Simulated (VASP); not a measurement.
Here is a VASP 6.6.1 calculation.

POSCAR

```
P
1.0
    1.6477431241     -5.4650377251      0.0000000000
    1.6477431241      5.4650377251      0.0000000000
    0.0000000000      0.0000000000      4.5436355900
P
4
Direct
    0.9041431300      0.0958568700      0.5888151700
    0.0958568700      0.9041431300      0.4111848300
    0.5958568700      0.4041431300      0.0888151700
    0.4041431300      0.5958568700      0.9111848300
```

INCAR.step1

```
ALGO     = Normal         # electronic algorithm
EDIFF    = 1E-5           # SCF threshold, eV
ENCUT    = 520            # plane-wave cutoff, eV
GGA      = PE             # functional
ISIF     = 2              # what is computed and relaxed
ISMEAR   = -1             # smearing method
LASPH    = True           # aspherical terms in the spheres
LCHARG   = False          # write CHGCAR
LREAL    = False          # projectors in reciprocal space
LWAVE    = True           # write WAVECAR
NBANDS   = 18             # bands
NELM     = 100            # most SCF steps
PREC     = Accurate       # precision mode
SIGMA    = 0.05           # smearing width, eV
```

Contents of INCAR.step2:

```
AEXX     = 0.25           # exact-exchange fraction
ALGO     = Normal         # electronic algorithm
EDIFF    = 1E-6           # SCF threshold, eV
ENCUT    = 520            # plane-wave cutoff, eV
GGA      = PS             # functional
ISIF     = 2              # what is computed and relaxed
ISMEAR   = -1             # smearing method
ISTART   = 1            
LASPH    = True           # aspherical terms in the spheres
LCHARG   = False          # write CHGCAR
LHFCALC  = True           # exact exchange
LREAL    = False          # projectors in reciprocal space
LWAVE    = False          # write WAVECAR
NBANDS   = 18             # bands
NELM     = 100            # most SCF steps
PREC     = Accurate       # precision mode
PRECFOCK = Normal       
SIGMA    = 0.05           # smearing width, eV
```

Contents of KPOINTS:

```
k-points
0
Gamma
  4 4 3
```

Potentials or basis: VASP PAW PBE potentials, release 64 (P).

Run with:

```sh
$ cat potpaw_PBE.64/P/POTCAR > POTCAR
$ cp INCAR.step1 INCAR
$ mpirun -np 1 vasp_std > vasp.out
$ cp INCAR.step2 INCAR
$ mpirun -np 1 vasp_std > vasp.out
```

Task: Estimate the largest force.

Result: 0.224 eV/Å.

Task: Estimate the band gap on the k mesh.

Result: 1.32 eV.

Task: Estimate the pressure.

Result: -2.3 GPa.

Forces in eV/Å, atoms in the order of the input:
```
P    0.000 -0.222 -0.035
P    0.000  0.222  0.035
P    0.000  0.222 -0.035
P    0.000 -0.222  0.035
```

Caveat: the k points lie up to 0.50 Å⁻¹ apart; the PAW data sets were made with another functional, which shifts forces and pressure a little. A k mesh can miss the band edges.
